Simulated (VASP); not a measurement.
Set up this calculation in VASP 6.6.1, as the native input.

```yaml
Task: single point
Functional: PBEsol
Potentials_or_basis: VASP PAW PBE potentials, release 64 (Cu)
Cutoff: 520 eV
k_mesh: 24 × 24 × 24
Occupations: gaussian, width 0.15 eV
Spin: no spin polarisation
Dipole_correction: no
Further_INCAR_settings: ALGO = Fast; EDIFF = 1e-07; NBANDS = 12
```

The structure of Cu lies in POSCAR:

```
Cu
1.0
   -1.3995095204      1.3995095204      1.4173638935
    1.3995095204     -1.3995095204      1.4173638935
    1.3995095204      1.3995095204     -1.4173638935
Cu
1
Direct
    0.0000000000      0.0000000000      0.0000000000
```

This cell differs from its parent crystal: strain -0.030 along x and y, +0.030 along z.

The input as run:

INCAR

```
SYSTEM = Cu
ALGO = Fast
EDIFF = 1E-7
ENCUT = 520
GGA = PS
ISIF = 2
ISMEAR = 0
LASPH = .TRUE.
LCHARG = .FALSE.
LREAL = .FALSE.
LWAVE = .FALSE.
NBANDS = 12
NELM = 80
PREC = Accurate
SIGMA = 0.15
```

KPOINTS

```
k-points
0
G
  24 24 24
  0 0 0
```

Potentials or basis: VASP PAW PBE potentials, release 64 (Cu).

The run is started by

```console
$ cat potpaw_PBE.64/Cu/POTCAR > POTCAR
$ mpirun -np 1 vasp_std > vasp.out
```

It gave:

- Pressure: 5.2 GPa

Caveat: the cell differs from its parent crystal (strain -0.030 along x and y, +0.030 along z); the PAW data sets were made with another functional, which shifts forces and pressure a little.

It took 52 s on 1 thread of Intel(R) Xeon(R) 6975P-C (Granite Rapids), with other jobs on the host, peak memory 0.24 GiB.
